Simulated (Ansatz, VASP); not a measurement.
Two plane-wave programs on WSe2

```
Se W
1.0
     3.28549    0.00000    0.00000
    -1.64275    2.84532    0.00000
     0.00000    0.00000   24.23865
Se W
4 2
Direct
  0.33333 0.66667 0.18565
  0.33333 0.66667 0.32466
  0.55556 0.44444 0.46204
  0.55556 0.44444 0.60105
  0.66667 0.33333 0.25516
  0.88889 0.11111 0.53155
```

Alike in both runs: task single point; functional PBE; dispersion D3(BJ); k mesh 9 × 9 × 1; occupations gaussian, width 0.05 eV; no spin polarisation.

|  | VASP | Ansatz |
| --- | --- | --- |
| version | VASP 6.6.1 | Ansatz 0.2.0 |
| potentials or method | VASP PAW PBE potentials, release 64 (Se, W_sv), cutoff 520 eV | scalar-relativistic, plane waves, PAW |
| valence electrons in the cell | 52 | 92 |

```csv
,VASP,Ansatz,Ansatz less VASP
gap on the k mesh at the Fermi level (eV),1.52,1.52,-0.001
least direct gap on the mesh (eV),1.64,1.64,+0.004
rms of the force components (eV/Å),0.031,0.023,-0.0079
```

VASP's potentials hold 52 valence electrons a cell and Ansatz's 92, so a difference there can come from the potentials and not from the codes.

Spin-orbit coupling is off throughout.
